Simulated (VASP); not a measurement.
AlP, 2 atoms in the cell. Symmetry: F-43m, No. 216, cubic system. Conventional cell: a = 5.470 Å, b = 5.470 Å, c = 5.470 Å, α = 90.00°, β = 90.00°, γ = 90.00°. Within 3.1 Å of Al (site symmetry -43m) lie 4 P at 2.37 Å. Within 3.1 Å of P (site symmetry -43m) lie 4 Al at 2.37 Å. 

- Program: VASP 6.6.1
- Task: relaxation of cell and atoms
- Functional: PBEsol
- Potentials or basis: VASP PAW PBE potentials, release 64 (Al, P)
- Cutoff: 500 eV
- k mesh: 8 × 8 × 8
- Occupations: gaussian, width 0.01 eV
- Spin: no spin polarisation
- Target pressure: 7 GPa
- Dipole correction: no
- Further INCAR settings: ALGO = Normal; EDIFF = 1e-07; IBRION = 2; EDIFFG = -0.002; NSW = 100; ISIF = 3

Potentials or basis: VASP PAW PBE potentials, release 64 (Al, P).

Run with:

```sh
$ cat potpaw_PBE.64/Al/POTCAR potpaw_PBE.64/P/POTCAR > POTCAR
$ mpirun -np 1 vasp_std > vasp.out
```

Hardware: 1 thread of Intel(R) Xeon(R) Platinum 8375C CPU @ 2.90GHz (Ice Lake), with other jobs on the host.

Task: Estimate the wall time of this run.

Result: Run time: 32 s on 1 thread of Intel(R) Xeon(R) Platinum 8375C CPU @ 2.90GHz (Ice Lake) (shared host), peak memory 0.15 GiB. Counts: scf iterations 46, k points 29, ion steps 6.
